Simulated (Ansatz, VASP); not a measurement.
## One calculation of Ge3N, two programs

```
Ge N
1.0
     0.00000    3.14047    3.14047
     3.14047    0.00000    3.14047
     3.14047    3.14047    0.00000
Ge N
3 1
Direct
  0.00000 0.00000 0.00000
  0.25000 0.25000 0.25000
  0.75000 0.75000 0.75000
  0.50000 0.50000 0.50000
```

Alike in both runs: functional PBE; k mesh 6 × 6 × 6; occupations gaussian, width 0.1 eV; no spin polarisation.

Ansatz relaxed the structure, and its values are those at the end. VASP's run is a single point on that final structure, the one shown.

|  | VASP | Ansatz |
| --- | --- | --- |
| version | VASP 6.6.1 | Ansatz 0.2.0 |
| potentials or method | VASP PAW PBE potentials, release 64 (Ge_d, N), cutoff 520 eV | scalar-relativistic, plane waves, PAW |
| valence electrons in the cell | 47 | 47 |

|  | VASP | Ansatz | Ansatz less VASP |
| --- | --- | --- | --- |
| gap on the k mesh at the Fermi level (eV) | none | none | - |
| pressure (GPa) | -0.2 | -0.2 | -0.01 |

A gap of «none» marks a metal or a gap that the smearing closes. The functional is the same, so the differences come from potentials, cutoffs and numerics.
